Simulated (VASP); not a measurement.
W:

```
W
1.0
    -1.54480    1.61508    1.63102
     1.57115   -1.54525    1.58754
     1.54570    1.54614   -1.56120
W
1
Direct
  0.01093 0.00770 0.02297
```

This cell differs from its parent crystal: the cell strained at random.

Base run:

| Item | Value |
| --- | --- |
| Program | VASP 6.6.1 |
| Functional | PBEsol |
| Potentials or basis | VASP PAW PBE potentials, release 64 (W_sv) |
| Cutoff | 520 eV |
| k mesh | 12 × 12 × 12 |
| Occupations | fermi-dirac, width 0.05 eV |
| Spin | no spin polarisation |

Its results: band gap on the k mesh zero (band 7 reaches 15.90 eV, above the bottom of band 8 at 10.40 eV); pressure -2.1 GPa.

Question: The run is repeated on the same cell with these changes: functional from PBEsol to PBE; further incar settings from ALGO = Fast; EDIFF = 1e-07; NBANDS = 13 to ALGO = Fast; EDIFF = 1e-06; NBANDS = 13. What comes out?

Answer: Band gap on the k mesh zero (band 7 reaches 16.06 eV, above the bottom of band 8 at 10.57 eV); pressure 6.6 GPa.

Caveats: spin-orbit coupling is left out, which moves the levels of the heavy elements; the PAW data sets were made with another functional, which shifts forces and pressure a little (some runs).
